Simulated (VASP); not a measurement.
Set up this calculation in VASP 6.6.1, as the native input.

```
Task                   : single point
Functional             : PBE
Potentials or basis    : VASP PAW PBE potentials, release 64 (Mg, Be)
Cutoff                 : 520 eV
k mesh                 : 6 × 6 × 6
Occupations            : gaussian, width 0.1 eV
Spin                   : no spin polarisation
Dipole correction      : no
Further INCAR settings : ALGO = Normal; EDIFF = 1e-07; NBANDS = 15
```

The structure of Mg2Be lies in POSCAR:

```
Mg2Be
1.0
   -2.1051237861      2.1051237861      5.2914524970
    2.1051237861     -2.1051237861      5.2914524970
    2.1051237861      2.1051237861     -5.2914524970
Mg Be
4 2
Direct
    0.2066000000      0.2066000000      0.0000000000
    0.9566000000      0.4566000000      0.5000000000
    0.5434000000      0.0434000000      0.5000000000
    0.7934000000      0.7934000000      0.0000000000
    0.0000000000      0.0000000000      0.0000000000
    0.7500000000      0.2500000000      0.5000000000
```

One way to write it, as run:

INCAR

```
PREC = Accurate ; ENCUT = 520
EDIFF = 1E-7 ; ISMEAR = 0
SIGMA = 0.1 ; LREAL = F
LASPH = T ; NELM = 60
ALGO = Normal ; ISIF = 2
LWAVE = F ; LCHARG = F
GGA = PE ; NBANDS = 15
```

KPOINTS

```
regular mesh
0
Gamma
  6 6 6
```

Potentials or basis: VASP PAW PBE potentials, release 64 (Mg, Be).

Run with:

```bash
$ cat potpaw_PBE.64/Mg/POTCAR potpaw_PBE.64/Be/POTCAR > POTCAR
$ mpirun -np 1 vasp_std > vasp.out
```

Results of the run:

```yaml
Pressure: 30.8 GPa
Largest_force: 1.576 eV/Å
Band_gap_on_the_k_mesh: zero (band 6 reaches 4.55 eV, above the bottom of band 7 at 2.27 eV)
```

Caveat: forces of over 1 eV/Å act on the atoms, so gaps and moduli don't describe the material at rest.

Wall time 42 s on 1 thread of Intel(R) Xeon(R) 6975P-C (Granite Rapids), with other jobs on the host, peak memory 0.31 GiB.
